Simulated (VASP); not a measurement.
# Si20H10S in VASP: further runs, part 2 of 2

VASP 6.6.1.

## Step 4: Single point, PBEsol

INCAR reads:

```
SYSTEM = Si20H10S
PREC = Accurate
ENCUT = 400
EDIFF = 1E-6
ISMEAR = -1
SIGMA = 0.05
LREAL = Auto
LASPH = .TRUE.
NELM = 120
ALGO = Normal
ISIF = 2
LWAVE = .FALSE.
LCHARG = .FALSE.
GGA = PS
NBANDS = 69
GGA_COMPAT = .FALSE.
NELMDL = -8
```

KPOINTS reads:

```
regular mesh
0
G
  1 1 1
  0 0 0
```

POSCAR reads:

```
Si20H10S
1.0
    7.6791800000      0.0000000000      0.0000000000
    0.0000000000      7.6791800000      0.0000000000
    0.0000000000      0.0000000000     18.2555000000
H Si S
10 20 1
Direct
    0.4093926695      0.0000000000      0.0547780121
    0.0906086327      0.0000000000      0.0547780121
    0.9093939718      0.0000000000      0.0547780121
    0.5906099349      0.0000000000      0.0547780121
    0.4093926695      0.5000013022      0.0547780121
    0.0906086327      0.5000013022      0.0547780121
    0.9093939718      0.5000013022      0.0547780121
    0.5906099349      0.5000013022      0.0547780121
    0.5086871254     -0.2048526014      0.6115855496
    0.2991595457      0.0016147557      0.5797047465
    0.2500006511      0.0000000000      0.1021883816
    0.7500019533      0.0000000000      0.1021883816
    0.2500006511      0.5000013022      0.1021883816
    0.7500019533      0.5000013022      0.1021883816
    0.2852127441      0.2367440274      0.1749609707
    0.6868311460      0.2272898929      0.1833803511
    0.2243208259      0.7516557757      0.1654515078
    0.7497154644      0.7707984446      0.1761167867
   -0.0181529799      0.1551077068      0.2225740188
    0.4801424110      0.3282121268      0.2545150776
   -0.0196375134      0.7385554187      0.2502697817
    0.4565200972      0.7390632854      0.2620963545
    0.0040108449     -0.0409679158      0.3440935608
    0.5851275787      0.0145718684      0.3090630221
    0.0115767569      0.4199146263      0.2816630604
    0.4742954326      0.4990637021      0.3491495714
    0.3279516823      0.1008961894      0.3179425379
    0.7991348035      0.2130435802      0.3387307935
    0.2033159790      0.3287851047      0.4077675221
    0.7057394149      0.5660890876      0.2781627455
    0.3754046656     -0.1309254374      0.6451316042
```

Potentials or basis: VASP PAW PBE potentials, release 64 (H, Si, S).

Launch:

```sh
> cat potpaw_PBE.64/H/POTCAR potpaw_PBE.64/Si/POTCAR potpaw_PBE.64/S/POTCAR > POTCAR
> mpirun -np 1 vasp_gam > vasp.out
```

OUTCAR:

```text
SYSTEM = Si20H10S
   PREC = Accurate
   ENCUT = 400
   EDIFF = 1E-6
   ISMEAR = -1
   LREAL = Auto
   LASPH = .TRUE.
   NELM = 120
   ISIF = 2
   GGA = PS
   NELMDL = -8

 ion  position               nearest neighbor table
   1  0.409  0.000  0.055-  11 1.50
   2  0.091  0.000  0.055-  11 1.50
   3  0.909  0.000  0.055-  12 1.50
   4  0.591  0.000  0.055-  12 1.50
   5  0.409  0.500  0.055-  13 1.50
   6  0.091  0.500  0.055-  13 1.50
   7  0.909  0.500  0.055-  14 1.50
   8  0.591  0.500  0.055-  14 1.50
   9  0.509  0.795  0.612-  31 1.32
  10  0.299  0.002  0.580-  31 1.67
  11  0.250  0.000  0.102-   1 1.50   2 1.50  17 2.24  15 2.27
  12  0.750  0.000  0.102-   4 1.50   3 1.50  18 2.22  16 2.34  19 3.07
  13  0.250  0.500  0.102-   5 1.50   6 1.50  17 2.26  15 2.43
  14  0.750  0.500  0.102-   8 1.50   7 1.50  18 2.48  16 2.61
  15  0.285  0.237  0.175-  20 2.20  11 2.27  13 2.43  19 2.56  27 2.83  16 3.09
  16  0.687  0.227  0.183-  20 2.19  12 2.34  19 2.44  14 2.61  24 2.92  28 2.97  15 3.09  30 3.13

  17  0.224  0.752  0.165-  11 2.24  13 2.26  21 2.43  22 2.51
  18  0.750  0.771  0.176-  12 2.22  21 2.24  30 2.46  14 2.48  22 2.76
  19  0.982  0.155  0.223-  25 2.31  16 2.44  15 2.56  28 2.58  23 2.69  12 3.07
  20  0.480  0.328  0.255-  26 2.17  16 2.19  15 2.20  27 2.40  30 2.55  24 2.73  28 3.02
  21  0.980  0.739  0.250-  18 2.24  23 2.42  17 2.43  25 2.52  30 2.54
  22  0.457  0.739  0.262-  30 2.35  26 2.44  24 2.49  17 2.51  18 2.76  27 3.12
  23  0.004  0.959  0.344-  21 2.42  28 2.51  19 2.69  27 2.76
  24  0.585  0.015  0.309-  27 2.09  28 2.31  22 2.49  20 2.73  16 2.92
  25  0.012  0.420  0.282-  19 2.31  28 2.50  21 2.52  30 2.60  29 2.82
  26  0.474  0.499  0.349-  20 2.17  30 2.26  22 2.44  29 2.68
  27  0.328  0.101  0.318-  24 2.09  20 2.40  29 2.58  23 2.76  15 2.83  22 3.12
  28  0.799  0.213  0.339-  24 2.31  25 2.50  23 2.51  19 2.58  16 2.97  30 3.01  20 3.02
  29  0.203  0.329  0.408-  27 2.58  26 2.68  25 2.82
  30  0.706  0.566  0.278-  26 2.26  22 2.35  18 2.46  21 2.54  20 2.55  25 2.60  28 3.01  16 3.13

  31  0.375  0.869  0.645-   9 1.32  10 1.67

  LATTYP: Found a simple tetragonal cell.
 ALAT       =     7.6791800000
 C/A-ratio  =     2.3772720525

  Lattice vectors:
[... 190 lines left out ...]
   GGA     = PS    functional components
   LHFCALC =     F    Hartree Fock is set to
   AEXX    =    0.0000 exact exchange contribution
   IVDW    =     0    specifies the selected vdW correction
   LEPSILON=     F    determine dielectric tensor
   LRPA    =     F    only Hartree local field effects (RPA)
 non-spin polarized calculation
  energy-cutoff  :      400.00
  volume of cell :     1076.52
 maximum number of plane-waves:      9798
 NGX is ok and might be reduce to    50
   NGX = 25   NGY = 25   NGZ = 59

 number of electron      95.9999978 magnetization

 Free energy of the ion-electron system (eV)
  ---------------------------------------------------
  ext. energy  EPLUGINS =         0.00000000
  ---------------------------------------------------
  free energy    TOTEN  =      -131.87172487 eV

  energy without entropy =     -131.81515417  energy(sigma->0) =     -131.84343952

 E-fermi :  -0.3110     XC(G=0):  -4.9681

 val. band max:       -0.4360649176   @ k =   0.0000   0.0000   0.0000
 cond. band min:      -0.1868078583   @ k =   0.0000   0.0000   0.0000
 fundamental gap:      0.2492570593
 Fermi energy:        -0.3109730590

 k-point     1 :       0.0000    0.0000    0.0000
  band No.  band energies     occupation
      1     -13.7177      2.00000
      2     -13.0386      2.00000
      3     -11.2756      2.00000
      4     -11.1787      2.00000
      5     -10.8709      2.00000
      6     -10.3154      2.00000
[... 52 lines left out ...]
     59       1.8209      0.00000
     60       1.8467      0.00000
 [bands above 60 left out]

------------------------ aborting loop because EDIFF is reached ----------------------------------------

  FORCE on cell =-STRESS in cart. coord.  units (eV):
  Direction    XX          YY          ZZ          XY          YZ          ZX
  --------------------------------------------------------------------------------------
  -------------------------------------------------------------------------------------
  Total       25.5042874     12.4232854     -5.5975089     -0.5145909      8.3593265      0.3772317
  in kB       37.9577401     18.4894341     -8.3307086     -0.7658598     12.4410904      0.5614297
  external PRESSURE =      16.0388219 kB  Pullay stress =       0.0000000 kB

 VOLUME and BASIS-vectors are now :
 -----------------------------------------------------------------------------
  energy-cutoff  :      400.00
  volume of cell :     1076.52
      direct lattice vectors                 reciprocal lattice vectors
     7.679180000  0.000000000  0.000000000     0.130222237  0.000000000  0.000000000
     0.000000000  7.679180000  0.000000000     0.000000000  0.130222237  0.000000000
     0.000000000  0.000000000 18.255500000     0.000000000  0.000000000  0.054778012

 POSITION                                       TOTAL-FORCE (eV/Angst)
 -----------------------------------------------------------------------------------
      3.14380      0.00000      1.00000        -0.379178     -0.052385     -0.234808
      0.69580      0.00000      1.00000         0.595315      0.459710     -0.161012
      6.98340      0.00000      1.00000        -0.491970      0.209380      0.060230
      4.53540      0.00000      1.00000         0.388356     -0.293349     -0.508759
      3.14380      3.83960      1.00000        -0.524744      0.044088      0.055437
      0.69580      3.83960      1.00000         0.651020     -0.238851     -0.095938
[... 23 lines left out ...]
      5.41950      4.34710      5.07800         1.631371     -0.593190     -0.090583
      2.88280      6.67378     11.77720        -2.191886      2.467347     -1.501376
 -----------------------------------------------------------------------------------
    total drift:                                0.000310     -0.005740      0.003285

  FREE ENERGIE OF THE ION-ELECTRON SYSTEM (eV)
  ---------------------------------------------------
  free  energy   TOTEN  =      -131.8717248704 eV

  energy  without entropy=     -131.8151541659  energy(sigma->0) =     -131.84343952
```

OSZICAR:

```text
N       E                     dE             d eps       ncg     rms          rms(c)
DAV:   1     0.457712970582E+03    0.45771E+03   -0.32228E+04   138   0.894E+02
DAV:   2    -0.911060408849E+02   -0.54882E+03   -0.51853E+03   183   0.186E+02
DAV:   3    -0.137318179072E+03   -0.46212E+02   -0.44851E+02   172   0.531E+01
[... 19 lines left out ...]
DAV:  23    -0.131871692996E+03   -0.44709E-04   -0.38775E-06   148   0.366E-03    0.158E-03
DAV:  24    -0.131871718485E+03   -0.25489E-04   -0.23953E-06   132   0.276E-03    0.745E-04
DAV:  25    -0.131871723339E+03   -0.48539E-05   -0.49583E-07   124   0.133E-03    0.404E-04
DAV:  26    -0.131871724636E+03   -0.12973E-05   -0.12574E-07   108   0.714E-04    0.171E-04
DAV:  27    -0.131871724870E+03   -0.23449E-06   -0.39135E-08   100   0.395E-04
   1 F= -.13187172E+03 E0= -.13184344E+03  d E =-.565707E-01
```

stdout:

```text
POSCAR found type information on POSCAR H SiS
 POSCAR found :  3 types and      31 ions
 scaLAPACK will be used
 -----------------------------------------------------------------------------
|                                                                             |
|                                                                             |
|     You enforced a specific xc type in the INCAR file but a different       |
|     I HOPE YOU KNOW WHAT YOU ARE DOING!                                     |
|                                                                             |
 -----------------------------------------------------------------------------

 LDA part: xc-table for (Slater+PW92), standard interpolation
 POSCAR, INCAR and KPOINTS ok, starting setup
 FFT: planning ... GRIDC
 FFT: planning ... GRID_SOFT
 FFT: planning ... GRID
 WAVECAR not read
 entering main loop
```

Wall time 4.2 min (1 thread of Intel Xeon 8259CL, shared host); peak memory 0.63 GiB.

Results:

* Free energy: -131.8717 eV
* Largest force: 3.948 eV/Å

Forces in eV/Å, atoms in the order of the input:
```
H   -0.379 -0.052 -0.235
H    0.595  0.460 -0.161
H   -0.492  0.209  0.060
H    0.388 -0.293 -0.509
H   -0.525  0.044  0.055
H    0.651 -0.239 -0.096
H   -0.655 -0.176 -0.034
H    0.597  0.014 -0.075
H    0.569 -0.073 -0.873
H    1.615 -2.381  2.347
Si   0.083 -0.069 -0.377
Si  -1.116  0.903 -0.173
Si  -0.312 -1.020 -0.031
Si   0.081  0.269  1.097
Si  -1.768  0.896 -0.127
Si   2.391  0.627 -0.826
Si   0.720 -0.164  1.971
Si  -1.318 -2.024  0.086
Si  -0.357 -0.935  0.230
Si   0.572 -1.600 -0.010
Si   1.036 -0.882  0.445
Si   0.208  1.412 -1.023
Si   0.677  0.957 -0.110
Si   1.163 -1.481 -1.245
Si  -0.623  1.505  0.735
Si  -1.205  0.926  2.236
Si  -3.600  1.485  0.650
Si   1.013 -0.208 -0.713
Si   0.552  0.015 -1.703
Si   1.631 -0.593 -0.091
S   -2.192  2.467 -1.501
```

Caveat: the k points lie up to 0.82 Å⁻¹ apart; the atoms stand as in a frame of molecular dynamics; the PAW data sets were made with another functional, which shifts forces and pressure a little.

## Step 5: Summary

```tsv
cell	largest force (eV/Å)
as given, atomic positions A	3.82
as given, atomic positions B	3.28
as given, atomic positions C	3.95
```

Alike in all rows: task single point; level PBEsol; potentials or basis VASP PAW PBE potentials, release 64 (H, Si, S); no spin polarisation; k mesh 1 × 1 × 1; cutoff (eV) 400; smearing fermi-dirac 0.05 eV.

Caveats: all runs use coarse meshes; the atoms stand as in a frame of molecular dynamics; the PAW data sets were made with another functional, which shifts forces and pressure a little.

Absolute energies hang on the potentials; compare differences alone.
